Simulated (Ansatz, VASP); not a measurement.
# WSe2: VASP beside Ansatz

```
W Se
1.0
     0.00000    3.09248    3.09248
     3.09248    0.00000    3.09248
     3.09248    3.09248    0.00000
W Se
1 2
Direct
  0.00000 0.00000 0.00000
  0.25000 0.25000 0.25000
  0.75000 0.75000 0.75000
```

Alike in both runs: task single point; functional PBEsol; k mesh 6 × 6 × 6; occupations fermi-dirac, width 0.02 eV; no spin polarisation.

|  | VASP | Ansatz |
| --- | --- | --- |
| version | VASP 6.6.1 | Ansatz 0.2.0 |
| potentials or method | VASP PAW PBE potentials, release 64 (W_sv, Se) | plane waves |
| plane-wave cutoff (eV) | 520 | 420 |
| valence electrons in the cell | 26 | 46 |

Ansatz gave:

- pressure (GPa): -3.4

Question: Estimate VASP's values.

Answer: Pressure (GPa): -3.1.

VASP's potentials were made for PBE, not for PBEsol. The functional is the same, so the differences come from potentials, cutoffs and numerics. VASP's potentials hold 26 valence electrons a cell and Ansatz's 46, so a difference there can come from the potentials and not from the codes.

Neither program's run includes spin-orbit coupling.
